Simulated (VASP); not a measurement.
Set up this calculation in VASP 6.6.1, as the native input.

```
Task                   : single point
Functional             : PBE
Dispersion             : D3(BJ)
Potentials or basis    : VASP PAW PBE potentials, release 64 (Bi_d)
Cutoff                 : 520 eV
k mesh                 : 18 × 18 × 18
Occupations            : gaussian, width 0.15 eV
Spin                   : no spin polarisation
Dipole correction      : no
Further INCAR settings : ALGO = Fast; EDIFF = 1e-07; NBANDS = 14
```

The structure of Bi lies in POSCAR:

```
Bi
1.0
   -1.7749673661      1.7749673661      2.5790275829
    1.7749673661     -1.7749673661      2.5790275829
    1.7749673661      1.7749673661     -2.5790275829
Bi
1
Direct
    0.0000000000      0.0000000000      0.0000000000
```

These files were run (other wordings do the same):

INCAR

```
SYSTEM = Bi
ALGO = Fast
EDIFF = 1E-7
ENCUT = 520
GGA = PE
ISIF = 2
ISMEAR = 0
IVDW = 12
LASPH = .TRUE.
LCHARG = .FALSE.
LREAL = .FALSE.
LWAVE = .FALSE.
NBANDS = 14
NELM = 60
PREC = Accurate
SIGMA = 0.15
```

KPOINTS

```
k-points
0
G
  18 18 18
  0 0 0
```

Potentials or basis: VASP PAW PBE potentials, release 64 (Bi_d).

Launch:

```bash
$ cat potpaw_PBE.64/Bi_d/POTCAR > POTCAR
$ mpirun -np 1 vasp_std > vasp.out
```

Results of the run:

| Item | Value |
| --- | --- |
| Pressure | -3.5 GPa |
| Band gap on the k mesh | zero (an odd number of electrons rules out a gap without spin polarisation) |
| Dispersion energy per atom | -0.485 eV |

Caveat: the cell stands under tension; spin-orbit coupling is left out, which moves the levels of the heavy elements.

Wall time 6 min on 1 thread of Intel Xeon 8259CL (shared host), peak memory 0.33 GiB.
